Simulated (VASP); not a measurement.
# BN (P6_3/mmc) in VASP: further runs

The runs below take BN through dielectric tensor, with PBE, r2SCAN.

Everything below comes from runs of VASP 6.6.1. Logs are shortened: lines on timing, memory, paths and dates and some standing lists are left out, and cuts for length are marked.

**1. The cell of the first run**

The structure is hexagonal, space group P6_3/mmc (No. 194). The conventional cell has a = 2.501 Å, b = 2.501 Å, c = 6.524 Å, α = 90.00°, β = 90.00°, γ = 120.00°. B (site symmetry -6m2) has 3 N at 1.44 Å within 1.9 Å. N (site symmetry -6m2) has 3 B at 1.44 Å within 1.9 Å.

**2. Dielectric tensor, PBE**

Contents of INCAR:

```
PREC     = Accurate       # precision mode
ENCUT    = 520            # plane-wave cutoff, eV
EDIFF    = 1E-8           # SCF threshold, eV
ISMEAR   = 0              # smearing method
SIGMA    = 0.01           # smearing width, eV
LREAL    = F              # projectors in reciprocal space
LASPH    = T              # aspherical terms in the spheres
NELM     = 60             # most SCF steps
ALGO     = Normal         # electronic algorithm
ISIF     = 2              # what is computed and relaxed
LWAVE    = F              # write WAVECAR
LCHARG   = F              # write CHGCAR
GGA      = PE             # functional
LEPSILON = T              # dielectric tensor by DFPT
```

Contents of KPOINTS:

```
regular mesh
0
Gamma
  9 9 4
```

Contents of POSCAR:

```
BN
1.0
    2.5005825875      0.0000000000      0.0000000000
   -1.2502912938      2.1655680450      0.0000000000
    0.0000000000      0.0000000000      6.5236359444
B N
2 2
Direct
    0.3333333333      0.6666666667      0.2500000000
    0.6666666667      0.3333333333      0.7500000000
    0.3333333333      0.6666666667      0.7500000000
    0.6666666667      0.3333333333      0.2500000000
```

Potentials or basis: VASP PAW PBE potentials, release 64 (B, N).

The run is started by

```
$ cat potpaw_PBE.64/B/POTCAR potpaw_PBE.64/N/POTCAR > POTCAR
$ mpirun -np 1 vasp_std > vasp.out
```

OUTCAR:

```text
PREC = Accurate
   ENCUT = 520
   EDIFF = 1E-8
   ISMEAR = 0
   LREAL = F
   LASPH = T
   NELM = 60
   ISIF = 2
   GGA = PE
   LEPSILON = T

 ion  position               nearest neighbor table
   1  0.333  0.667  0.250-   4 1.44   4 1.44   4 1.44
   2  0.667  0.333  0.750-   3 1.44   3 1.44   3 1.44
   3  0.333  0.667  0.750-   2 1.44   2 1.44   2 1.44
   4  0.667  0.333  0.250-   1 1.44   1 1.44   1 1.44

  LATTYP: Found a hexagonal cell.
 ALAT       =     2.5005825875
 C/A-ratio  =     2.6088464252

  Lattice vectors:

 A1 = (   2.5005825875,   0.0000000000,   0.0000000000)
 A2 = (  -1.2502912938,   2.1655680450,   0.0000000000)
 A3 = (   0.0000000000,   0.0000000000,   6.5236359444)

Analysis of symmetry for initial positions (statically):
=====================================================================
 Subroutine PRICEL returns:
 Original cell was already a primitive cell.

 Routine SETGRP: Setting up the symmetry group for a
 hexagonal supercell.

 Subroutine GETGRP returns: Found 24 space group operations
 (whereof 12 operations were pure point group operations)
 out of a pool of 24 trial point group operations.

The static configuration has the point symmetry D_3d.
 The point group associated with its full space group is D_6h.

Analysis of symmetry for dynamics (positions and initial velocities):
=====================================================================
 Subroutine PRICEL returns:
 Original cell was already a primitive cell.

 Routine SETGRP: Setting up the symmetry group for a
 hexagonal supercell.

 Subroutine GETGRP returns: Found 24 space group operations
 (whereof 12 operations were pure point group operations)
 out of a pool of 24 trial point group operations.

The dynamic configuration has the point symmetry D_3d.
 The point group associated with its full space group is D_6h.

 Subroutine INISYM returns: Found 24 space group operations
 (whereof 12 operations are pure point group operations),
 and found     1 'primitive' translations

----------------------------------------------------------------------------------------

                                     Primitive cell

  volume of cell :      35.3267

  direct lattice vectors                    reciprocal lattice vectors
     2.500582587  0.000000000  0.000000000     0.399906808  0.230886303  0.000000000
    -1.250291294  2.165568045  0.000000000     0.000000000  0.461772606  0.000000000
     0.000000000  0.000000000  6.523635944     0.000000000  0.000000000  0.153288750

  length of vectors
     2.500582587  2.500582587  6.523635944     0.461772606  0.461772606  0.153288750

  position of ions in fractional coordinates (direct lattice)
     0.333333333  0.666666667  0.250000000
     0.666666667  0.333333333  0.750000000
     0.333333333  0.666666667  0.750000000
     0.666666667  0.333333333  0.250000000

  ion indices of the primitive-cell ions
   primitive index   ion index
                 1           1
                 2           2
                 3           3
                 4           4

----------------------------------------------------------------------------------------

 KPOINTS: regular mesh

Automatic generation of k-mesh.
 Grid dimensions read from file:
 generate k-points for:    9    9    4

 Generating k-lattice:

  Cartesian coordinates                     Fractional coordinates (reciprocal lattice)
     0.044434090  0.025654034  0.000000000     0.111111111 -0.000000000  0.000000000
     0.000000000  0.051308067  0.000000000     0.000000000  0.111111111  0.000000000
     0.000000000  0.000000000  0.038322188     0.000000000  0.000000000  0.250000000

  Length of vectors
     0.051308067  0.051308067  0.038322188

  Shift w.r.t. Gamma in fractional coordinates (k-lattice)
     0.000000000  0.000000000  0.000000000

 Subroutine IBZKPT returns following result:
 ===========================================
[... 95 lines left out ...]
 fundamental gap:      4.3829898357
 Fermi energy:         2.4909055638

 k-point     1 :       0.0000    0.0000    0.0000
  band No.  band energies     occupation
      1     -15.4079      2.00000
      2     -15.0717      2.00000
      3      -3.8785      2.00000
      4      -1.5673      2.00000
      5       1.1085      2.00000
      6       1.1085      2.00000
      7       1.1525      2.00000
      8       1.1525      2.00000
      9       7.8120      0.00000
     10      12.9764      0.00000
     11      14.0096      0.00000
     12      14.0116      0.00000
[... 331 lines left out ...]
 k-point    24 :       0.3333    0.3333    0.2500
  band No.  band energies     occupation
      1     -11.5526      2.00000
      2     -11.5526      2.00000
      3      -5.5430      2.00000
      4      -5.4130      2.00000
      5      -4.7162      2.00000
      6      -4.7162      2.00000
      7       2.3838      2.00000
      8       2.3838      2.00000
      9       7.2090      0.00000
     10       7.2090      0.00000
     11      13.5090      0.00000
     12      15.7611      0.00000

 [... further k-points ...]

  FORCE on cell =-STRESS in cart. coord.  units (eV):
  Direction    XX          YY          ZZ          XY          YZ          ZX
  --------------------------------------------------------------------------------------
  -------------------------------------------------------------------------------------
  Total        1.1820683      1.1820683      0.7652992     -0.0000000      0.0000000      0.0000000
  in kB       53.6105649     53.6105649     34.7087603     -0.0000000      0.0000000      0.0000000
  external PRESSURE =      47.3099633 kB  Pullay stress =       0.0000000 kB

 VOLUME and BASIS-vectors are now :
 -----------------------------------------------------------------------------
  energy-cutoff  :      520.00
  volume of cell :       35.33
      direct lattice vectors                 reciprocal lattice vectors
     2.500582587  0.000000000  0.000000000     0.399906808  0.230886303  0.000000000
    -1.250291294  2.165568045  0.000000000     0.000000000  0.461772606  0.000000000
     0.000000000  0.000000000  6.523635944     0.000000000  0.000000000  0.153288750

 POSITION                                       TOTAL-FORCE (eV/Angst)
 -----------------------------------------------------------------------------------
     -0.00000      1.44371      1.63091        -0.000000      0.000000      0.000000
      1.25029      0.72186      4.89273         0.000000     -0.000000      0.000000
     -0.00000      1.44371      4.89273        -0.000000      0.000000      0.000000
      1.25029      0.72186      1.63091        -0.000000      0.000000      0.000000
 -----------------------------------------------------------------------------------
    total drift:                               -0.000000      0.000000      0.000000

  FREE ENERGIE OF THE ION-ELECTRON SYSTEM (eV)
  ---------------------------------------------------
  free  energy   TOTEN  =       -35.1368417008 eV

  energy  without entropy=      -35.1368417008  energy(sigma->0) =      -35.13684170

 HEAD OF MICROSCOPIC STATIC DIELECTRIC TENSOR (INDEPENDENT PARTICLE, excluding Hartree and local field effects)
 ------------------------------------------------------
           4.895577    -0.000000    -0.000000
          -0.000000     4.895577     0.000000
           0.000000     0.000000     3.086542
 ------------------------------------------------------

 Free energy of the ion-electron system (eV)
  ---------------------------------------------------
  ---------------------------------------------------
  free energy    TOTEN  =        -0.39655274 eV

  energy without entropy =       -0.39655274

------------------------ aborting loop because EDIFF is reached ----------------------------------------

--------------------------------------- Ionic step        2  -------------------------------------------

------------------------ aborting loop because EDIFF is reached ----------------------------------------

--------------------------------------- Ionic step        3  -------------------------------------------

 Free energy of the ion-electron system (eV)
  ---------------------------------------------------
  ---------------------------------------------------
  free energy    TOTEN  =        -0.19241316 eV

  energy without entropy =       -0.19241316

------------------------ aborting loop because EDIFF is reached ----------------------------------------

 PIEZOELECTRIC TENSOR FIELD DIRECTION 3  (e Angst)
 -----------------------------------------------------------------------------
    -0.00030  0.00000 -0.00000           ( -0.00000  0.00000  0.00000)
     0.00000 -0.00030  0.00000           (  0.00000 -0.00000  0.00000)
     0.00000 -0.00000  0.00035           (  0.00000  0.00000 -0.00001)

 PIEZOELECTRIC TENSOR FIELD DIRECTION 3  (C/m^2)
 -----------------------------------------------------------------------------
    -0.00013  0.00000 -0.00000
     0.00000 -0.00013  0.00000
     0.00000 -0.00000  0.00016

 MACROSCOPIC STATIC DIELECTRIC TENSOR (including local field effects in DFT)
 ------------------------------------------------------
           4.804972    -0.000000     0.000000
          -0.000000     4.804972     0.000000
           0.000000    -0.000000     2.772926
 ------------------------------------------------------

 PIEZOELECTRIC TENSOR (including local field effects)  for field in x, y, z        (e  Angst)
          XX          YY          ZZ          XY          YZ          ZX
  --------------------------------------------------------------------------------
  x     0.00000     0.00000     0.00000     0.00000     0.00000     0.00000
  y     0.00000     0.00000     0.00000     0.00000     0.00000     0.00000
  z     0.00000     0.00000     0.00000     0.00000     0.00000     0.00000

 PIEZOELECTRIC TENSOR (including local field effects)  for field in x, y, z        (C/m^2)
          XX          YY          ZZ          XY          YZ          ZX
  --------------------------------------------------------------------------------
  x     0.00000     0.00000     0.00000     0.00000     0.00000     0.00000
  y     0.00000     0.00000     0.00000     0.00000     0.00000     0.00000
  z     0.00000     0.00000     0.00000     0.00000     0.00000     0.00000

 BORN EFFECTIVE CHARGES (including local field effects) (in |e|, cummulative output)
 ---------------------------------------------------------------------------------
 ion    1
    1     2.71085    -0.00000     0.00000
    2    -0.00000     2.71085     0.00000
    3     0.00000    -0.00000     0.78366
 ion    2
    1     2.71085    -0.00000     0.00000
    2    -0.00000     2.71085     0.00000
    3     0.00000     0.00000     0.78366
 ion    3
    1    -2.71085     0.00000     0.00000
    2     0.00000    -2.71085     0.00000
    3     0.00000     0.00000    -0.78366
 ion    4
    1    -2.71085     0.00000     0.00000
    2     0.00000    -2.71085     0.00000
    3     0.00000     0.00000    -0.78366
```

Run time: 4.4 min. Hardware: 1 thread of Intel Xeon 8259CL, shared host; peak memory 0.22 GiB.

What came out:

```yaml
Band_gap_on_the_k_mesh: 4.38 eV, indirect (least direct gap 4.65 eV)
Electronic_dielectric_tensor_diagonal: 4.80, 4.80, 2.77
Born_charges_mean_of_the_diagonal: B +2.07; N -2.07 e
```

Electronic dielectric tensor:
```
4.80 0.00 0.00
0.00 4.80 0.00
0.00 0.00 2.77
```

Born effective charge tensors (e):
atom 1, B
```
2.71 0.00 0.00
0.00 2.71 0.00
0.00 0.00 0.78
```
atom 2, B
```
2.71 0.00 0.00
0.00 2.71 0.00
0.00 0.00 0.78
```
atom 3, N
```
-2.71  0.00  0.00
 0.00 -2.71  0.00
 0.00  0.00 -0.78
```
atom 4, N
```
-2.71  0.00  0.00
 0.00 -2.71  0.00
 0.00  0.00 -0.78
```

Caveat: this functional lacks dispersion, which binds the layers, so the pressure and a relaxed spacing across them are unreliable.

(Part 1 of 2 ends here.)
